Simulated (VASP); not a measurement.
A run of VASP 6.6.1 is set up as follows.

Contents of INCAR:

```
PREC     = Accurate       # precision mode
ENCUT    = 520            # plane-wave cutoff, eV
EDIFF    = 1E-7           # SCF threshold, eV
ISMEAR   = -1             # smearing method
SIGMA    = 0.05           # smearing width, eV
LREAL    = F              # projectors in reciprocal space
LASPH    = T              # aspherical terms in the spheres
NELM     = 80             # most SCF steps
ALGO     = Normal         # electronic algorithm
ISIF     = 2              # what is computed and relaxed
LWAVE    = F              # write WAVECAR
LCHARG   = F              # write CHGCAR
GGA      = PE             # functional
NBANDS   = 14             # bands
```

File KPOINTS:

```
Automatic mesh
0
Gamma
  9 9 9
```

Contents of POSCAR:

```
Na
1.0
    0.0000000000      3.4523113340      3.4523113340
    3.4523113340      0.0000000000      3.4523113340
    3.4523113340      3.4523113340      0.0000000000
Na
2
Direct
   -0.1250000000     -0.1250000000     -0.1250000000
    0.1250000000      0.1250000000      0.1250000000
```

Potentials or basis: VASP PAW PBE potentials, release 64 (Na_pv).

Command:

```bash
$ cat potpaw_PBE.64/Na_pv/POTCAR > POTCAR
$ mpirun -np 1 vasp_std > vasp.out
```

(1) Predict the band gap on the k mesh.

(2) Estimate the pressure.

Results:

(1) zero (band 7 reaches 0.49 eV, above the bottom of band 8 at -0.27 eV).

(2) 1.3 GPa.
